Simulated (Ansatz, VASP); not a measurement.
BiTe: VASP beside Ansatz

Contents of INCAR:

```
ALGO = Normal
EDIFF = 1E-6
ENCUT = 500
GGA = PS
GGA_COMPAT = F
ISIF = 2
ISMEAR = -1
LASPH = T
LCHARG = F
LREAL = F
LWAVE = F
NBANDS = 18
NELM = 120
PREC = Accurate
SIGMA = 0.03
```

Contents of KPOINTS:

```
k-points
0
Gamma
  4 4 4
```

POSCAR

```
BiTe
1.0
    0.0000000000      3.2350000000      3.2350000000
    3.2350000000      0.0000000000      3.2350000000
    3.2350000000      3.2350000000      0.0000000000
Bi Te
1 1
Direct
    0.0000000000      0.0000000000      0.0000000000
    0.5000000000      0.5000000000      0.5000000000
```

File input.yaml:

```yaml
crystal:
  lattice:
    - [0.0, 3.235, 3.235]
    - [3.235, 0.0, 3.235]
    - [3.235, 3.235, 0.0]
  atoms:
    - { symbol: Bi, position: [0.0, 0.0, 0.0] }
    - { symbol: Te, position: [0.5, 0.5, 0.5] }
kpoints:
  mp_grid: { grid: [4, 4, 4] }
scf:
  occupations: { method: fermi_dirac, width: 0.03 }
hamiltonian:
  xc: pbesol
  pseudopotentials: { kind: all_electron, lapw: { basis_error: 0.001 } }
output:
  forces: true
  stress: true
  eigenvalues: true
```

Alike in both runs: task single point; functional PBEsol; k mesh 4 × 4 × 4; occupations fermi-dirac, width 0.03 eV; no spin polarisation.

|  | VASP | Ansatz |
| --- | --- | --- |
| version | VASP 6.6.1 | Ansatz 0.2.0 |
| potentials or method | VASP PAW PBE potentials, release 64 (Bi_d, Te), cutoff 500 eV | all-electron LAPW, scalar-relativistic |

```tsv
	VASP	Ansatz	Ansatz less VASP
gap on the k mesh at the Fermi level (eV)	none	none	-
pressure (GPa)	-1.8	-1.8	0.00
```

VASP's potentials were made for PBE, not for PBEsol. A gap of «none» marks a metal or a gap that the smearing closes. Ansatz ran all-electron here, and VASP with PAW potentials.

The k mesh is coarse, so the values compare programs but aren't converged. Neither program's run includes spin-orbit coupling. Noted on Ansatz's run: the k mesh is thin for a metal, which can move the energy by tens of meV per atom.
